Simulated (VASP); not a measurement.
# Pb (P6_3/mmc) in VASP: notebook

The runs below take Pb through single point, relaxation of cell and atoms, with PBEsol.

Everything below comes from runs of VASP 6.6.1. Logs are shortened: lines on timing, memory, paths and dates and some standing lists are left out, and cuts for length are marked.

### Step 1. The cell of the first run

It takes space group P6_3/mmc (No. 194, hexagonal). The conventional cell has a = 3.522 Å, b = 3.522 Å, c = 5.776 Å, α = 90.00°, β = 90.00°, γ = 120.00°. Pb (site symmetry -6m2) has 12 Pb at 3.52 to 3.53 Å within 4.6 Å.

This isn't the form of Pb at room conditions, which is fcc.

### Step 2. Single point, PBEsol (31.03 Å³/atom)

File INCAR:

```
SYSTEM = Pb
PREC = Accurate
ENCUT = 520
EDIFF = 1E-7
ISMEAR = -1
SIGMA = 0.1
LREAL = .False.
LASPH = .True.
NELM = 100
ALGO = Normal
ISIF = 2
LWAVE = .False.
LCHARG = .True.
GGA = PS
LELF = .True.
LVHAR = .True.
NBANDS = 21
```

File KPOINTS:

```
Automatic mesh
0
Gamma
  12 12 6
  0 0 0
```

File POSCAR:

```
Pb
1.0
    3.5219699253      0.0000000000      0.0000000000
   -1.7609849627      3.0501154267      0.0000000000
    0.0000000000      0.0000000000      5.7764149293
Pb
2
Direct
    0.3333333333      0.6666666667      0.2500000000
    0.6666666667      0.3333333333      0.7500000000
```

Potentials or basis: VASP PAW PBE potentials, release 64 (Pb_d).

Started as:

```sh
> cat potpaw_PBE.64/Pb_d/POTCAR > POTCAR
> mpirun -np 1 vasp_std > vasp.out
```

OUTCAR:

```text
SYSTEM = Pb
   PREC = Accurate
   ENCUT = 520
   EDIFF = 1E-7
   ISMEAR = -1
   LREAL = .False.
   LASPH = .True.
   NELM = 100
   ISIF = 2
   GGA = PS

 ion  position               nearest neighbor table
   1  0.333  0.667  0.250-   2 3.53   2 3.53   2 3.53   2 3.53   2 3.53   2 3.53
   2  0.667  0.333  0.750-   1 3.53   1 3.53   1 3.53   1 3.53   1 3.53   1 3.53

  LATTYP: Found a hexagonal cell.
 ALAT       =     3.5219699253
 C/A-ratio  =     1.6401091014

  Lattice vectors:

 A1 = (   3.5219699253,   0.0000000000,   0.0000000000)
 A2 = (  -1.7609849627,   3.0501154267,   0.0000000000)
 A3 = (   0.0000000000,   0.0000000000,   5.7764149293)

Analysis of symmetry for initial positions (statically):
=====================================================================
 Subroutine PRICEL returns:
 Original cell was already a primitive cell.

 Routine SETGRP: Setting up the symmetry group for a
 hexagonal supercell.

 Subroutine GETGRP returns: Found 24 space group operations
 (whereof 12 operations were pure point group operations)
 out of a pool of 24 trial point group operations.

The static configuration has the point symmetry D_3d.
 The point group associated with its full space group is D_6h.

Analysis of symmetry for dynamics (positions and initial velocities):
=====================================================================
 Subroutine PRICEL returns:
 Original cell was already a primitive cell.

 Routine SETGRP: Setting up the symmetry group for a
 hexagonal supercell.

 Subroutine GETGRP returns: Found 24 space group operations
 (whereof 12 operations were pure point group operations)
 out of a pool of 24 trial point group operations.

The dynamic configuration has the point symmetry D_3d.
 The point group associated with its full space group is D_6h.

 Subroutine INISYM returns: Found 24 space group operations
 (whereof 12 operations are pure point group operations),
 and found     1 'primitive' translations

----------------------------------------------------------------------------------------

                                     Primitive cell

  volume of cell :      62.0526

  direct lattice vectors                    reciprocal lattice vectors
     3.521969925  0.000000000  0.000000000     0.283932010  0.163928222  0.000000000
    -1.760984963  3.050115427  0.000000000     0.000000000  0.327856445  0.000000000
     0.000000000  0.000000000  5.776414929     0.000000000  0.000000000  0.173117758

  length of vectors
     3.521969925  3.521969925  5.776414929     0.327856445  0.327856445  0.173117758

  position of ions in fractional coordinates (direct lattice)
     0.333333333  0.666666667  0.250000000
     0.666666667  0.333333333  0.750000000

  ion indices of the primitive-cell ions
   primitive index   ion index
                 1           1
                 2           2

----------------------------------------------------------------------------------------

 KPOINTS: Automatic mesh

Automatic generation of k-mesh.
 Grid dimensions read from file:
 generate k-points for:   12   12    6

 Generating k-lattice:

  Cartesian coordinates                     Fractional coordinates (reciprocal lattice)
     0.023661001  0.013660685  0.000000000     0.083333333  0.000000000  0.000000000
     0.000000000  0.027321370  0.000000000     0.000000000  0.083333333  0.000000000
     0.000000000  0.000000000  0.028852960     0.000000000  0.000000000  0.166666667

  Length of vectors
     0.027321370  0.027321370  0.028852960

  Shift w.r.t. Gamma in fractional coordinates (k-lattice)
     0.000000000  0.000000000  0.000000000

 Subroutine IBZKPT returns following result:
 ===========================================

 Found     76 irreducible k-points:

 Following reciprocal coordinates:
            Coordinates               Weight
  0.000000  0.000000  0.000000      1.000000
  0.083333  0.000000  0.000000      6.000000
  0.166667  0.000000  0.000000      6.000000
  0.250000 -0.000000  0.000000      6.000000
  0.333333  0.000000  0.000000      6.000000
[... 46 lines left out ...]
  band No.  band energies     occupation
      1     -10.1587      2.00000
      2     -10.1358      2.00000
      3     -10.1115      2.00000
      4     -10.1115      2.00000
      5     -10.0924      2.00000
      6     -10.0924      2.00000
[... 13 lines left out ...]
     20      15.8849      0.00000
     21      18.2686      0.00000

 k-point     2 :       0.0833    0.0000    0.0000
  band No.  band energies     occupation
      1     -10.1557      2.00000
      2     -10.1371      2.00000
      3     -10.1019      2.00000
      4     -10.0959      2.00000
      5     -10.0888      2.00000
      6     -10.0773      2.00000
[... 13 lines left out ...]
     20      16.4113      0.00000
     21      17.6236      0.00000

 k-point     3 :       0.1667    0.0000    0.0000
  band No.  band energies     occupation
      1     -10.1758      2.00000
      2     -10.1172      2.00000
      3     -10.0974      2.00000
      4     -10.0718      2.00000
      5     -10.0636      2.00000
      6     -10.0540      2.00000
[... 13 lines left out ...]
     20      16.6327      0.00000
     21      17.3869      0.00000

 k-point     4 :       0.2500   -0.0000    0.0000
  band No.  band energies     occupation
      1     -10.2076      2.00000
      2     -10.1156      2.00000
      3     -10.1041      2.00000
      4     -10.0826      2.00000
      5     -10.0725      2.00000
      6      -9.9978      2.00000
[... 13 lines left out ...]
     20      15.9906      0.00000
     21      17.2543      0.00000

 k-point     5 :       0.3333    0.0000    0.0000
  band No.  band energies     occupation
      1     -10.2382      2.00000
      2     -10.1394      2.00000
      3     -10.1286      2.00000
      4     -10.1004      2.00000
      5     -10.0366      2.00000
      6      -9.9901      2.00000
[... 13 lines left out ...]
     20      15.4922      0.00000
     21      16.9622      0.00000
[... 382 lines left out ...]
     20      16.3500      0.00000
     21      17.7034      0.00000

 k-point    22 :       0.1667    0.0000    0.1667
  band No.  band energies     occupation
      1     -10.1730      2.00000
      2     -10.1194      2.00000
      3     -10.1142      2.00000
      4     -10.0786      2.00000
      5     -10.0776      2.00000
      6     -10.0414      2.00000
[... 13 lines left out ...]
     20      16.4291      0.00000
     21      16.6995      0.00000

 k-point    23 :       0.2500   -0.0000    0.1667
  band No.  band energies     occupation
      1     -10.2031      2.00000
      2     -10.1273      2.00000
      3     -10.1209      2.00000
      4     -10.0752      2.00000
      5     -10.0541      2.00000
      6     -10.0055      2.00000
[... 13 lines left out ...]
     20      15.3656      0.00000
     21      16.2269      0.00000

 k-point    24 :       0.3333    0.0000    0.1667
  band No.  band energies     occupation
      1     -10.2319      2.00000
      2     -10.1536      2.00000
      3     -10.1351      2.00000
      4     -10.0876      2.00000
      5     -10.0349      2.00000
      6     -10.0009      2.00000
[... 13 lines left out ...]
     20      14.7402      0.00000
     21      16.4414      0.00000

 [... further k-points ...]
[... 5 lines left out ...]
  --------------------------------------------------------------------------------------
  -------------------------------------------------------------------------------------
  Total       -0.7245703     -0.7245703     -0.6147738      0.0000000      0.0000000      0.0000000
  in kB      -18.7081486    -18.7081486    -15.8732421      0.0000000      0.0000000      0.0000000
  external PRESSURE =     -17.7631798 kB  Pullay stress =       0.0000000 kB

 VOLUME and BASIS-vectors are now :
 -----------------------------------------------------------------------------
  energy-cutoff  :      520.00
  volume of cell :       62.05
      direct lattice vectors                 reciprocal lattice vectors
     3.521969925  0.000000000  0.000000000     0.283932010  0.163928222  0.000000000
    -1.760984963  3.050115427  0.000000000     0.000000000  0.327856445  0.000000000
     0.000000000  0.000000000  5.776414929     0.000000000  0.000000000  0.173117758

 POSITION                                       TOTAL-FORCE (eV/Angst)
 -----------------------------------------------------------------------------------
     -0.00000      2.03341      1.44410         0.000000      0.000000      0.000000
      1.76098      1.01671      4.33231        -0.000000      0.000000      0.000000
 -----------------------------------------------------------------------------------
    total drift:                               -0.000000      0.000000     -0.000000

  FREE ENERGIE OF THE ION-ELECTRON SYSTEM (eV)
  ---------------------------------------------------
  free  energy   TOTEN  =        -7.9860908335 eV

  energy  without entropy=       -7.9480217309  energy(sigma->0) =       -7.96705628
```

It took 31 s on 1 thread of Intel Xeon 6975P-C (Granite Rapids), shared host; peak memory 0.22 GiB.

Results:

```yaml
Free_energy: -7.9861 eV
Pressure: -1.8 GPa
Band_gap_on_the_k_mesh: zero (bands 14 and 15 overlap by 7.70 eV)
```

Stress tensor (GPa, compression positive):
```
-1.87  0.00  0.00
 0.00 -1.87  0.00
 0.00  0.00 -1.59
```

Caveat: the PAW data sets were made with another functional, which shifts forces and pressure a little; spin-orbit coupling is left out, which moves the levels of the heavy elements.

### Step 3. Single point, PBEsol (32.22 Å³/atom)

This run uses another cell than the first one, of 32.22 Å³/atom.

File INCAR:

```
SYSTEM = Pb
PREC = Accurate ; ENCUT = 520
EDIFF = 1E-6 ; ISMEAR = -1
SIGMA = 0.1 ; LREAL = .FALSE.
LASPH = .TRUE. ; NELM = 60
ALGO = Normal ; ISIF = 2
LWAVE = .FALSE. ; LCHARG = .TRUE.
GGA = PS ; LELF = .TRUE.
LVHAR = .TRUE. ; NBANDS = 21
```

File KPOINTS:

```
Automatic mesh
0
G
  12 12 6
  0 0 0
```

File POSCAR:

```
Pb
1.0
    3.5665565564      0.0000000000      0.0000000000
   -1.7832782782      3.0887285818      0.0000000000
    0.0000000000      0.0000000000      5.8495418686
Pb
2
Direct
    0.3333333333      0.6666666667      0.2500000000
    0.6666666667      0.3333333333      0.7500000000
```

Potentials or basis: VASP PAW PBE potentials, release 64 (Pb_d).

Started as:

```sh
> cat potpaw_PBE.64/Pb_d/POTCAR > POTCAR
> mpirun -np 1 vasp_std > vasp.out
```

It took 28 s on 1 thread of Intel Xeon 6975P-C (Granite Rapids), shared host; peak memory 0.23 GiB.

The run converged. Its results:

```
Free energy            : -7.9507 eV
Pressure               : -3.1 GPa
Band gap on the k mesh : zero (bands 14 and 15 overlap by 7.39 eV)
```

Stress tensor (GPa, compression positive):
```
-3.19  0.00  0.00
 0.00 -3.19  0.00
 0.00  0.00 -2.90
```

Levels at points of the mesh, in eV from the Fermi level:
| k point | band 11 | band 12 | band 13 | band 14 | band 15 | band 16 | band 17 | band 18 |
| --- | --- | --- | --- | --- | --- | --- | --- | --- |
| (0.00, 0.00, 0.00) | -11.36 | -8.10 | -3.92 | 5.29 | 5.29 | 6.92 | 6.92 | 7.00 |
| (0.50, 0.00, 0.00) | -8.21 | -7.10 | -2.83 | -1.43 | -0.42 | 1.70 | 2.02 | 5.26 |
| (0.00, 0.00, 0.50) | -10.25 | -10.25 | 0.61 | 0.61 | 6.06 | 6.06 | 6.06 | 6.06 |
| (0.50, 0.00, 0.50) | -7.52 | -7.52 | -3.43 | -3.43 | 3.28 | 3.28 | 3.28 | 3.28 |

Caveat: the cell stands under tension; the PAW data sets were made with another functional, which shifts forces and pressure a little; spin-orbit coupling is left out, which moves the levels of the heavy elements.

### Step 4. Single point, PBEsol (33.41 Å³/atom)

This run uses another cell than the first one, of 33.41 Å³/atom.

File INCAR:

```
SYSTEM = Pb
PREC = Accurate
ENCUT = 520
EDIFF = 1E-7
ISMEAR = -1
SIGMA = 0.1
LREAL = .FALSE.
LASPH = .TRUE.
NELM = 100
ALGO = Normal
ISIF = 2
LWAVE = .FALSE.
LCHARG = .FALSE.
GGA = PS
NBANDS = 21
```

KPOINTS is that of step 3.

File POSCAR:

```
Pb
1.0
    3.6100554355      0.0000000000      0.0000000000
   -1.8050277178      3.1263997162      0.0000000000
    0.0000000000      0.0000000000      5.9208847763
Pb
2
Direct
    0.3333333333      0.6666666667      0.2500000000
    0.6666666667      0.3333333333      0.7500000000
```

Started as:

```sh
> cat potpaw_PBE.64/Pb_d/POTCAR > POTCAR
> mpirun -np 1 vasp_std > vasp.out
```

It took 30 s on 1 thread of Intel Xeon 6975P-C (Granite Rapids), shared host; peak memory 0.23 GiB.

The run converged. Its results:

| Property | Result |
| --- | --- |
| Free energy | -7.8976 eV |
| Pressure | -4.2 GPa |
| Band gap on the k mesh | zero (bands 14 and 15 overlap by 7.09 eV) |

Stress tensor (GPa, compression positive):
```
-4.25  0.00  0.00
 0.00 -4.25  0.00
 0.00  0.00 -3.97
```

Levels at points of the mesh, in eV from the Fermi level:
| k point | band 11 | band 12 | band 13 | band 14 | band 15 | band 16 | band 17 | band 18 |
| --- | --- | --- | --- | --- | --- | --- | --- | --- |
| (0.00, 0.00, 0.00) | -11.13 | -8.07 | -3.75 | 5.09 | 5.09 | 6.65 | 6.65 | 6.72 |
| (0.50, 0.00, 0.00) | -8.16 | -7.10 | -2.76 | -1.38 | -0.38 | 1.68 | 1.98 | 5.06 |
| (0.00, 0.00, 0.50) | -10.07 | -10.07 | 0.56 | 0.56 | 5.83 | 5.83 | 5.83 | 5.83 |
| (0.50, 0.00, 0.50) | -7.52 | -7.52 | -3.28 | -3.28 | 3.16 | 3.16 | 3.18 | 3.18 |

Caveat: the cell stands under tension; the PAW data sets were made with another functional, which shifts forces and pressure a little; spin-orbit coupling is left out, which moves the levels of the heavy elements.

### Step 5. Relaxation of cell and atoms, PBEsol

This run uses another cell than the first one, of 30.33 Å³/atom.

File INCAR:

```
PREC = Accurate
ENCUT = 600
EDIFF = 1E-7
ISMEAR = -1
SIGMA = 0.1
LREAL = F
LASPH = T
NELM = 80
ALGO = Normal
ISIF = 3
LWAVE = F
LCHARG = F
GGA = PS
IBRION = 2
NSW = 80
EDIFFG = -0.01
```

File KPOINTS:

```
regular mesh
0
Gamma
  10 10 6
```

File POSCAR:

```
Pb
1.0
    3.5005272341      0.0000000000      0.0000000000
   -1.7502636171      3.0315455114      0.0000000000
    0.0000000000      0.0000000000      5.7163609733
Pb
2
Direct
    0.3333333333      0.6666666667      0.2500000000
    0.6666666667      0.3333333333      0.7500000000
```

Started as:

```sh
> cat potpaw_PBE.64/Pb_d/POTCAR > POTCAR
> mpirun -np 1 vasp_std > vasp.out
```

It took 80 s on 1 thread of Intel Xeon 6975P-C (Granite Rapids), shared host; peak memory 0.22 GiB.

Results (log left out):

| Quantity | Value |
| --- | --- |
| Free energy | -7.9911 eV |
| Relaxed volume | 29.83 Å³/atom |
| Relaxed cell | a = 3.474 Å, b = 3.474 Å, c = 5.707 Å, α = 90.00°, β = 90.00°, γ = 120.00° |
| Space group after relaxing (to 0.1 Å) | P6_3/mmc (No. 194) |
| Energy gained by relaxing | 1.2 meV/atom |
| Ionic steps | 6 |
| Pressure after relaxing | 0.0 GPa |
| Band gap on the k mesh | zero (bands 14 and 15 overlap by 7.34 eV) |

The path:
```tsv
step	energy change (eV)	largest force (eV/Å)	pressure (GPa)	volume (Å³)
1	0.0000	0.0000	-0.74	60.66
2	-0.0023	0.0000	0.19	59.44
3	-0.0024	0.0000	0.01	59.66
4	-0.0024	0.0000	0.02	59.64
5	-0.0025	0.0000	0.03	59.65
6	-0.0025	0.0000	0.01	59.66
```

Final structure:
```xyz
2
Lattice="3.4742 0.0000 0.0000 -1.7371 3.0088 0.0000 0.0000 0.0000 5.7075" Properties=species:S:1:pos:R:3 pbc="T T T"
Pb    0.0000    2.0058    1.4269
Pb    1.7371    1.0029    4.2806
```

Levels at points of the mesh, in eV from the Fermi level:
| k point | band 10 | band 11 | band 12 | band 13 | band 14 | band 15 | band 16 | band 17 | band 18 |
| --- | --- | --- | --- | --- | --- | --- | --- | --- | --- |
| (0.00, 0.00, 0.00) | -16.71 | -11.85 | -8.18 | -4.29 | 5.75 | 5.75 | 7.54 | 7.54 | 7.58 |
| (0.50, 0.00, 0.00) | -16.67 | -8.30 | -7.11 | -2.97 | -1.55 | -0.50 | 1.75 | 2.13 | 5.69 |
| (0.00, 0.00, 0.50) | -16.77 | -10.64 | -10.64 | 0.72 | 0.72 | 6.60 | 6.60 | 6.60 | 6.60 |
| (0.50, 0.00, 0.50) | -16.67 | -7.51 | -7.51 | -3.74 | -3.74 | 3.51 | 3.51 | 3.56 | 3.56 |

Caveat: the PAW data sets were made with another functional, which shifts forces and pressure a little; spin-orbit coupling is left out, which moves the levels of the heavy elements.

### Step 6. Single point, PBEsol

This run uses another cell than the first one, of 29.83 Å³/atom.

File INCAR:

```
PREC = Accurate
ENCUT = 520
EDIFF = 1E-6
ISMEAR = -1
SIGMA = 0.1
LREAL = False
LASPH = True
NELM = 100
ALGO = Normal
ISIF = 2
LWAVE = False
LCHARG = False
GGA = PS
NBANDS = 21
```

File KPOINTS:

```
regular mesh
0
Gamma
  17 17 9
```

File POSCAR:

```
Pb
1.0
    3.4762248784      0.0000000000      0.0000000000
   -1.7381124392      3.0104990539      0.0000000000
    0.0000000000      0.0000000000      5.7013880614
Pb
2
Direct
    0.3333333333      0.6666666667      0.2500000000
    0.6666666667      0.3333333333      0.7500000000
```

Potentials or basis: VASP PAW PBE potentials, release 64 (Pb_d).

Started as:

```sh
> cat potpaw_PBE.64/Pb_d/POTCAR > POTCAR
> mpirun -np 1 vasp_std > vasp.out
```

It took 53 s on 1 thread of Intel Xeon 6975P-C (Granite Rapids), shared host; peak memory 0.29 GiB.

Results (log left out):

```yaml
Free_energy: -7.9874 eV
Pressure: 0.0 GPa
Band_gap_on_the_k_mesh: zero (bands 14 and 15 overlap by 7.65 eV)
```

Stress tensor (GPa, compression positive):
```
-0.12  0.00  0.00
 0.00 -0.12  0.00
 0.00  0.00  0.20
```

Levels at points of the mesh, in eV from the Fermi level:
```csv
k point,band 11,band 12,band 13,band 14,band 15,band 16,band 17,band 18
"(0.00, 0.00, 0.00)",-11.85,-8.17,-4.28,5.73,5.73,7.53,7.53,7.62
```

Caveat: the PAW data sets were made with another functional, which shifts forces and pressure a little; spin-orbit coupling is left out, which moves the levels of the heavy elements.

### Step 7. The runs side by side

| task | cell | k mesh | cutoff (eV) | gap on the mesh (eV) | pressure (GPa) |
| --- | --- | --- | --- | --- | --- |
| single point | a = 3.522, b = 3.522, c = 5.776 Å, angles 90.0, 90.0, 120.0°, 2 atoms | 12 × 12 × 6 | 520 | none | -1.8 |
| single point | a = 3.567, b = 3.567, c = 5.850 Å, angles 90.0, 90.0, 120.0°, 2 atoms | 12 × 12 × 6 | 520 | none | -3.1 |
| single point | a = 3.610, b = 3.610, c = 5.921 Å, angles 90.0, 90.0, 120.0°, 2 atoms | 12 × 12 × 6 | 520 | none | -4.2 |
| relaxation of cell and atoms | relaxed from a = 3.501, b = 3.501, c = 5.716 Å, angles 90.0, 90.0, 120.0°, 2 atoms | 10 × 10 × 6 | 600 | none | 0.0 |
| single point | a = 3.476, b = 3.476, c = 5.701 Å, angles 90.0, 90.0, 120.0°, 2 atoms | 17 × 17 × 9 | 520 | none | 0.0 |

Alike in all rows: level PBEsol; potentials or basis VASP PAW PBE potentials, release 64 (Pb_d); no spin polarisation; smearing fermi-dirac 0.1 eV.

Caveats: the PAW data sets were made with another functional, which shifts forces and pressure a little; spin-orbit coupling is left out, which moves the levels of the heavy elements; the cell stands under tension (at least some runs).

Total energies depend on the potentials used, so only differences within one code and one set of settings carry meaning.
